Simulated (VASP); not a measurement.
Tc: single point with LDA

Tc:

```xyz
2
Lattice="2.7067 0.0000 0.0000 -1.3533 2.3440 0.0000 0.0000 0.0000 4.3445" Properties=species:S:1:pos:R:3 pbc="T T T"
Tc    0.0000    1.5627    1.0861
Tc    1.3533    0.7813    3.2584
```

```yaml
Program: VASP 6.6.1
Task: single point
Functional: LDA
Potentials_or_basis: VASP PAW LDA potentials, release 64 (Tc_pv)
Cutoff: 520 eV
k_mesh: 9 × 9 × 5
Occupations: gaussian, width 0.1 eV
Spin: no spin polarisation
Dipole_correction: no
Further_INCAR_settings: ALGO = Normal; EDIFF = 1e-06; NBANDS = 20
```

| Property | Result |
| --- | --- |
| Pressure | 0.1 GPa |
| Band gap on the k mesh | zero (band 13 reaches 14.20 eV, above the bottom of band 14 at 11.80 eV) |

Stress tensor (GPa, compression positive):
```
 0.34  0.00  0.00
 0.00  0.34  0.00
 0.00  0.00 -0.44
```

Levels at points of the mesh, in eV from the Fermi level:
```csv
k point,band 10,band 11,band 12,band 13,band 14,band 15,band 16,band 17
"(0.00, 0.00, 0.00)",-1.76,-1.71,-1.00,-1.00,-0.26,-0.26,1.70,2.56
```

It took 6.3 s on 1 thread of AMD EPYC 9R45 96-Core Processor (Zen 5) (shared host), peak memory 0.1 GiB.
